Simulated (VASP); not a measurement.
The system is CdSe.

```
Cd Se
1.0
     0.00000    3.07027    3.07027
     3.07027    0.00000    3.07027
     3.07027    3.07027    0.00000
Cd Se
1 1
Direct
  0.00000 0.00000 0.00000
  0.25000 0.25000 0.25000
```

```yaml
Program: VASP 6.6.1
Task: relaxation of cell and atoms
Functional: revPBE
Potentials_or_basis: VASP PAW PBE potentials, release 64 (Cd, Se)
Cutoff: 600 eV
k_mesh: 8 × 8 × 8
Occupations: fermi-dirac, width 0.05 eV
Spin: no spin polarisation
```

At the start: pressure 2.9 GPa; volume 28.94 Å³/atom.

Task: How do energy, volume and symmetry change on relaxing?

Result: Over 3 steps the energy falls by 15.9 meV/atom and the volume is 30.80 Å³/atom (+6.4 %); space group F-43m (No. 216, to 0.05 Å).

The path:
| step | energy change (eV) | largest force (eV/Å) | pressure (GPa) | volume (Å³) |
| --- | --- | --- | --- | --- |
| 1 | 0.0000 | 0.0000 | 2.91 | 57.88 |
| 2 | -0.0305 | 0.0000 | -0.50 | 62.40 |
| 3 | -0.0318 | 0.0000 | 0.01 | 61.59 |

Final structure:
```
Cd Se
1.0
     0.00000    3.13447    3.13447
     3.13447    0.00000    3.13447
     3.13447    3.13447    0.00000
Cd Se
1 1
Direct
  0.00000 0.00000 0.00000
  0.25000 0.25000 0.25000
```

Caveat: the PAW data sets were made with another functional, which shifts forces and pressure a little.
